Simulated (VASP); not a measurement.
Write the native input for VASP 6.6.1 that does the following.

| Item | Value |
| --- | --- |
| Task | single point |
| Functional | PBE |
| Potentials or basis | VASP PAW PBE potentials, release 64 (Tl_d, Re) |
| Cutoff | 520 eV |
| k mesh | 6 × 6 × 12 |
| Occupations | gaussian, width 0.1 eV |
| Spin | no spin polarisation |
| Dipole correction | no |
| Further INCAR settings | ALGO = Fast; EDIFF = 1e-06; NBANDS = 42 |

The structure of Tl2Re lies in POSCAR:

```
Tl2Re
1.0
    7.3778016497      0.0000000000      0.0000000000
    0.0000000000      7.3778016497      0.0000000000
    0.0000000000      0.0000000000      2.9264949641
Tl Re
4 2
Direct
    0.2646184200      0.2646184200      0.0000000000
    0.2353815800      0.7646184200      0.5000000000
    0.7353815800      0.7353815800      0.0000000000
    0.7646184200      0.2353815800      0.5000000000
    0.0000000000      0.0000000000      0.0000000000
    0.5000000000      0.5000000000      0.5000000000
```

One way to write it, as run:

INCAR

```
SYSTEM = Tl2Re
ALGO     = Fast           ! electronic algorithm
EDIFF    = 1E-6           ! SCF threshold, eV
ENCUT    = 520            ! plane-wave cutoff, eV
GGA      = PE             ! functional
ISIF     = 2              ! what is computed and relaxed
ISMEAR   = 0              ! smearing method
LASPH    = .TRUE.         ! aspherical terms in the spheres
LCHARG   = .TRUE.         ! write CHGCAR
LELF     = .TRUE.         ! ELF
LREAL    = .FALSE.        ! projectors in reciprocal space
LVHAR    = .TRUE.       
LWAVE    = .FALSE.        ! write WAVECAR
NBANDS   = 42             ! bands
NELM     = 60             ! most SCF steps
PREC     = Accurate       ! precision mode
SIGMA    = 0.1            ! smearing width, eV
```

KPOINTS

```
k-points
0
G
  6 6 12
  0 0 0
```

Potentials or basis: VASP PAW PBE potentials, release 64 (Tl_d, Re).

Run with:

```sh
$ cat potpaw_PBE.64/Tl_d/POTCAR potpaw_PBE.64/Re/POTCAR > POTCAR
$ mpirun -np 1 vasp_std > vasp.out
```

It gave:

```
Pressure               : -0.2 GPa
Band gap on the k mesh : zero (bands 33 and 34 overlap by 1.42 eV)
```

Caveat: spin-orbit coupling is left out, which moves the levels of the heavy elements.

Run time: 4.8 min on 1 thread of Intel(R) Xeon(R) 6975P-C (Granite Rapids), on a shared host, peak memory 0.52 GiB.
